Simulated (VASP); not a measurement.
# AlRu (Pm-3m) in VASP: further runs

AlRu is run at these levels: PBE; tasks: single point, relaxation of cell and atoms.

Program: VASP 6.6.1. These are calculated values, not measurements. Logs are shortened: lines on timing, memory, paths and dates and some standing lists are left out, and cuts for length are marked.

### 1 The cell of the first run

The structure is cubic, space group Pm-3m (No. 221). Conventional cell: a = 2.982 Å, b = 2.982 Å, c = 2.982 Å, α = 90.00°, β = 90.00°, γ = 90.00°. Within 3.4 Å of Al (site symmetry m-3m) lie 8 Ru at 2.58 Å and 6 Al at 2.98 Å. Ru (site symmetry m-3m) has 8 Al at 2.58 Å and 6 Ru at 2.98 Å within 3.4 Å.

### 2 Single point, PBE

The input, INCAR:

```
SYSTEM = AlRu
PREC     = Accurate       ! precision mode
ENCUT    = 500            ! plane-wave cutoff, eV
EDIFF    = 1E-6           ! SCF threshold, eV
ISMEAR   = 0              ! smearing method
SIGMA    = 0.1            ! smearing width, eV
LREAL    = .False.        ! projectors in reciprocal space
LASPH    = .True.         ! aspherical terms in the spheres
NELM     = 120            ! most SCF steps
ALGO     = Normal         ! electronic algorithm
ISIF     = 2              ! what is computed and relaxed
LWAVE    = .False.        ! write WAVECAR
LCHARG   = .True.         ! write CHGCAR
GGA      = PE             ! functional
LELF     = .True.         ! ELF
LVHAR    = .True.       
NBANDS   = 16             ! bands
GGA_COMPAT= .False.
```

The input, KPOINTS:

```
Automatic mesh
0
Gamma
  6 6 6
  0 0 0
```

The input, POSCAR:

```
AlRu
1.0
    2.9824955500      0.0000000000      0.0000000000
    0.0000000000      2.9824955500      0.0000000000
    0.0000000000      0.0000000000      2.9824955500
Al Ru
1 1
Direct
    0.0000000000      0.0000000000      0.0000000000
    0.5000000000      0.5000000000      0.5000000000
```

Potentials or basis: VASP PAW PBE potentials, release 64 (Al, Ru_pv).

On the command line:

```sh
$ cat potpaw_PBE.64/Al/POTCAR potpaw_PBE.64/Ru_pv/POTCAR > POTCAR
$ mpirun -np 1 vasp_std > vasp.out
```

OUTCAR:

```text
SYSTEM = AlRu
   PREC = Accurate
   ENCUT = 500
   EDIFF = 1E-6
   ISMEAR = 0
   LREAL = .False.
   LASPH = .True.
   NELM = 120
   ISIF = 2
   GGA = PE

 ion  position               nearest neighbor table
   1  0.000  0.000  0.000-   2 2.58   2 2.58   2 2.58   2 2.58   2 2.58   2 2.58   2 2.58   2 2.58

   2  0.500  0.500  0.500-   1 2.58   1 2.58   1 2.58   1 2.58   1 2.58   1 2.58   1 2.58   1 2.58

  LATTYP: Found a simple cubic cell.
 ALAT       =     2.9824955500

  Lattice vectors:

 A1 = (   2.9824955500,   0.0000000000,   0.0000000000)
 A2 = (   0.0000000000,   2.9824955500,   0.0000000000)
 A3 = (   0.0000000000,   0.0000000000,   2.9824955500)

Analysis of symmetry for initial positions (statically):
=====================================================================
 Subroutine PRICEL returns:
 Original cell was already a primitive cell.

 Routine SETGRP: Setting up the symmetry group for a
 simple cubic supercell.

 Subroutine GETGRP returns: Found 48 space group operations
 (whereof 48 operations were pure point group operations)
 out of a pool of 48 trial point group operations.

The static configuration has the point symmetry O_h .

Analysis of symmetry for dynamics (positions and initial velocities):
=====================================================================
 Subroutine PRICEL returns:
 Original cell was already a primitive cell.

 Routine SETGRP: Setting up the symmetry group for a
 simple cubic supercell.

 Subroutine GETGRP returns: Found 48 space group operations
 (whereof 48 operations were pure point group operations)
 out of a pool of 48 trial point group operations.

The dynamic configuration has the point symmetry O_h .

 Subroutine INISYM returns: Found 48 space group operations
 (whereof 48 operations are pure point group operations),
 and found     1 'primitive' translations

----------------------------------------------------------------------------------------

                                     Primitive cell

  volume of cell :      26.5301

  direct lattice vectors                    reciprocal lattice vectors
     2.982495550  0.000000000  0.000000000     0.335289687  0.000000000  0.000000000
     0.000000000  2.982495550  0.000000000     0.000000000  0.335289687  0.000000000
     0.000000000  0.000000000  2.982495550     0.000000000  0.000000000  0.335289687

  length of vectors
     2.982495550  2.982495550  2.982495550     0.335289687  0.335289687  0.335289687

  position of ions in fractional coordinates (direct lattice)
     0.000000000  0.000000000  0.000000000
     0.500000000  0.500000000  0.500000000

  ion indices of the primitive-cell ions
   primitive index   ion index
                 1           1
                 2           2

----------------------------------------------------------------------------------------

 KPOINTS: Automatic mesh

Automatic generation of k-mesh.
 Grid dimensions read from file:
 generate k-points for:    6    6    6

 Generating k-lattice:

  Cartesian coordinates                     Fractional coordinates (reciprocal lattice)
     0.055881615  0.000000000  0.000000000     0.166666667  0.000000000  0.000000000
     0.000000000  0.055881615  0.000000000     0.000000000  0.166666667  0.000000000
     0.000000000  0.000000000  0.055881615     0.000000000  0.000000000  0.166666667

  Length of vectors
     0.055881615  0.055881615  0.055881615

  Shift w.r.t. Gamma in fractional coordinates (k-lattice)
     0.000000000  0.000000000  0.000000000

 Subroutine IBZKPT returns following result:
 ===========================================

 Found     20 irreducible k-points:

 Following reciprocal coordinates:
            Coordinates               Weight
  0.000000  0.000000  0.000000      1.000000
  0.166667  0.000000  0.000000      6.000000
  0.333333  0.000000  0.000000      6.000000
  0.500000  0.000000  0.000000      3.000000
  0.166667  0.166667  0.000000     12.000000
  0.333333  0.166667  0.000000     24.000000
[... 12 lines left out ...]
  0.500000  0.500000  0.333333      6.000000
  0.500000  0.500000  0.500000      1.000000
   k-points           NKPTS =     20   k-points in BZ     NKDIM =     20   number of bands    NBANDS=     16
   number of dos      NEDOS =    301   number of ions     NIONS =      2
   total plane-waves  NPLWV =  13824
   dimension x,y,z NGX =    24 NGY =   24 NGZ =   24
   dimension x,y,z NGXF=    48 NGYF=   48 NGZF=   48
   ions per type =               1   1
   NGX,Y,Z   is equivalent  to a cutoff of  13.38, 13.38, 13.38 a.u.
   NGXF,Y,Z  is equivalent  to a cutoff of  26.76, 26.76, 26.76 a.u.
 SYSTEM =  AlRu
   PREC   = accura    normal or accurate (medium, high low for compatibility)
   ISTART =      0    job   : 0-new  1-cont  2-samecut
   ICHARG =      2    charge: 1-file 2-atom 10-const
   ISPIN  =      1    spin polarized calculation?
   LNONCOLLINEAR =      F non collinear calculations
   LSORBIT =      F    spin-orbit coupling
   LASPH  =      T    aspherical Exc in radial PAW
   ENCUT  =  500.0 eV  36.75 Ry    6.06 a.u.   5.44  5.44  5.44*2*pi/ulx,y,z
   NELM   =    120;   NELMIN=  2; NELMDL= -5     # of ELM steps
   EDIFF  = 0.1E-05   stopping-criterion for ELM
   LREAL  =      F    real-space projection
   EDIFFG = 0.1E-04   stopping-criterion for IOM
   NSW    =      0    number of steps for IOM
   IBRION =     -1    ionic relax: 0-MD 1-quasi-New 2-CG
   NFREE  =      0    steps in history (QN), initial steepest desc. (CG)
   ISIF   =      2    stress and relaxation
   ISYM   =      2    0-nonsym 1-usesym 2-fastsym
   POTIM  = 0.5000    time-step for ionic-motion
   TEBEG  =    0.0;   TEEND  =   0.0 temperature during run
   PSTRESS=    0.0 pullay stress
   NELECT =      17.0000    total number of electrons
   NUPDOWN=      -1.0000    fix difference up-down
   EMIN   =  10.00;   EMAX   =-10.00  energy-range for DOS
   EFERMI =   0.00;   METHOD = LEGACY
   ISMEAR =     0;   SIGMA  =   0.10  broadening in eV -4-tet -1-fermi 0-gaus
   EFERMI_NEDOS =   21; number of points for ismear=-14 and -15
   IALGO  =     38    algorithm
   IMIX   =      4    mixing-type and parameters
     AMIX     =   0.40;   BMIX     =  1.00
     AMIX_MAG =   1.60;   BMIX_MAG =  1.00
  volume/ion in A,a.u.               =      13.27        89.52
  Fermi-wavevector in a.u.,A,eV,Ry     =   1.411382  2.667126 27.102805  1.992000
  Thomas-Fermi vector in A             =   2.533239
   LORBIT       =      0    0 simple, 1 ext, 2 COOP (PROOUT), +10 PAW based schemes
   GGA     = PE    functional components
   LHFCALC =     F    Hartree Fock is set to
   AEXX    =    0.0000 exact exchange contribution
   IVDW    =     0    specifies the selected vdW correction
   LEPSILON=     F    determine dielectric tensor
   LRPA    =     F    only Hartree local field effects (RPA)
 non-spin polarized calculation
 Gauss-broadening in eV      SIGMA  =   0.10
  energy-cutoff  :      500.00
  volume of cell :       26.53
 maximum number of plane-waves:       691
 NGX is ok and might be reduce to    24
   NGX = 11   NGY = 11   NGZ = 11

 number of electron      16.9999995 magnetization

 Free energy of the ion-electron system (eV)
  ---------------------------------------------------
  ext. energy  EPLUGINS =         0.00000000
  ---------------------------------------------------
  free energy    TOTEN  =       -14.25306455 eV

  energy without entropy =      -14.23999169  energy(sigma->0) =      -14.24652812

 E-fermi :  10.7153     XC(G=0): -12.6154

 val. band max:       10.7127740612   @ k =   0.3333   0.1667   0.0000
 cond. band min:      10.7909869744   @ k =   0.5000   0.1667   0.0000
 fundamental gap:      0.0782129132
 Fermi energy:        10.7152980609

 k-point     1 :       0.0000    0.0000    0.0000
  band No.  band energies     occupation
      1     -30.9351      2.00000
      2     -30.9351      2.00000
      3     -30.9351      2.00000
      4       1.1160      2.00000
      5       7.2375      2.00000
      6       7.2375      2.00000
[... 8 lines left out ...]
     15      22.9241      0.00000
     16      26.1289      0.00000

 k-point     2 :       0.1667    0.0000    0.0000
  band No.  band energies     occupation
      1     -30.9897      2.00000
      2     -30.9305      2.00000
      3     -30.9305      2.00000
      4       1.6453      2.00000
      5       7.3715      2.00000
      6       7.4188      2.00000
[... 8 lines left out ...]
     15      23.1789      0.00000
     16      27.8745      0.00000

 k-point     3 :       0.3333    0.0000    0.0000
  band No.  band energies     occupation
      1     -31.0977      2.00000
      2     -30.9213      2.00000
      3     -30.9213      2.00000
      4       3.1055      2.00000
      5       6.9567      2.00000
      6       7.8223      2.00000
[... 8 lines left out ...]
     15      24.0481      0.00000
     16      25.8902      0.00000

 k-point     4 :       0.5000    0.0000    0.0000
  band No.  band energies     occupation
      1     -31.1510      2.00000
      2     -30.9167      2.00000
      3     -30.9167      2.00000
      4       4.9668      2.00000
      5       5.3384      2.00000
      6       8.0502      2.00000
[... 8 lines left out ...]
     15      23.6854      0.00000
     16      23.6854      0.00000

 k-point     5 :       0.1667    0.1667    0.0000
  band No.  band energies     occupation
      1     -30.9865      2.00000
      2     -30.9826      2.00000
      3     -30.9259      2.00000
      4       2.1497      2.00000
      5       7.5098      2.00000
      6       7.6313      2.00000
[... 8 lines left out ...]
     15      24.2743      0.00000
     16      27.2064      0.00000

 k-point     6 :       0.3333    0.1667    0.0000
  band No.  band energies     occupation
      1     -31.0914      2.00000
      2     -30.9741      2.00000
      3     -30.9166      2.00000
      4       3.5173      2.00000
      5       7.0474      2.00000
      6       8.0549      2.00000
[... 8 lines left out ...]
     15      24.2444      0.00000
     16      25.6638      0.00000
[... 191 lines left out ...]
 k-point    17 :       0.3333    0.3333    0.3333
  band No.  band energies     occupation
      1     -31.0639      2.00000
      2     -31.0599      2.00000
      3     -31.0599      2.00000
      4       5.2877      2.00000
      5       7.1018      2.00000
      6       7.1018      2.00000
[... 8 lines left out ...]
     15      21.3604      0.00000
     16      22.9258      0.00000

 k-point    18 :       0.5000    0.3333    0.3333
  band No.  band energies     occupation
      1     -31.1119      2.00000
      2     -31.0566      2.00000
      3     -31.0543      2.00000
      4       5.6165      2.00000
      5       6.7410      2.00000
      6       6.8471      2.00000
[... 8 lines left out ...]
     15      22.0885      0.00000
     16      22.9251      0.00000

 k-point    19 :       0.5000    0.5000    0.3333
  band No.  band energies     occupation
      1     -31.1057      2.00000
      2     -31.1057      2.00000
      3     -31.0498      2.00000
      4       5.7217      2.00000
      5       6.5782      2.00000
      6       6.5782      2.00000
[... 8 lines left out ...]
     15      20.8710      0.00000
     16      22.9227      0.00000

 k-point    20 :       0.5000    0.5000    0.5000
  band No.  band energies     occupation
      1     -31.0998      2.00000
      2     -31.0998      2.00000
      3     -31.0998      2.00000
      4       6.1556      2.00000
      5       6.1556      2.00000
      6       6.1556      2.00000
[... 8 lines left out ...]
     15      19.4530      0.00000
     16      22.8342      0.00000

------------------------ aborting loop because EDIFF is reached ----------------------------------------

  FORCE on cell =-STRESS in cart. coord.  units (eV):
  Direction    XX          YY          ZZ          XY          YZ          ZX
  --------------------------------------------------------------------------------------
  -------------------------------------------------------------------------------------
  Total        0.7456044      0.7456044      0.7456044      0.0000000      0.0000000     -0.0000000
  in kB       45.0276839     45.0276839     45.0276839      0.0000000      0.0000000     -0.0000000
  external PRESSURE =      45.0276839 kB  Pullay stress =       0.0000000 kB

 VOLUME and BASIS-vectors are now :
 -----------------------------------------------------------------------------
  energy-cutoff  :      500.00
  volume of cell :       26.53
      direct lattice vectors                 reciprocal lattice vectors
     2.982495550  0.000000000  0.000000000     0.335289687  0.000000000  0.000000000
     0.000000000  2.982495550  0.000000000     0.000000000  0.335289687  0.000000000
     0.000000000  0.000000000  2.982495550     0.000000000  0.000000000  0.335289687

 POSITION                                       TOTAL-FORCE (eV/Angst)
 -----------------------------------------------------------------------------------
      0.00000      0.00000      0.00000         0.000000      0.000000      0.000000
      1.49125      1.49125      1.49125         0.000000      0.000000      0.000000
 -----------------------------------------------------------------------------------
    total drift:                                0.000000     -0.000000     -0.000000

  FREE ENERGIE OF THE ION-ELECTRON SYSTEM (eV)
  ---------------------------------------------------
  free  energy   TOTEN  =       -14.2530645494 eV

  energy  without entropy=      -14.2399916946  energy(sigma->0) =      -14.24652812
```

Wall time 6.5 s (1 thread of Intel Xeon Platinum 8259CL at 2.50GHz (Skylake/Cascade Lake), shared host); peak memory 0.14 GiB.

Results:

| Property | Result |
| --- | --- |
| Free energy | -14.2531 eV |
| Pressure | 4.5 GPa |
| Band gap on the k mesh | zero (an odd number of electrons rules out a gap without spin polarisation) |

Levels at points of the mesh, in eV from the Fermi level:
```
           k point  band 5  band 6  band 7  band 8  band 9  band 10  band 11  band 12
(0.00, 0.00, 0.00)   -3.48   -3.48    0.30    0.30    0.30     6.25     6.25     6.25
(0.50, 0.00, 0.00)   -5.38   -2.67   -1.50   -1.50    0.56     2.46     7.57    11.21
(0.50, 0.50, 0.00)   -2.96   -1.24   -1.24   -1.06   -1.06     1.69     5.51     6.44
(0.50, 0.50, 0.50)   -4.56   -4.56    1.79    1.79    2.75     4.29     4.29     4.29
```

Caveat: the cell stands under pressure.

(Continued in part 2 of 2.)

The gap in the log of VASP goes by the Fermi energy; the results here count the filled bands.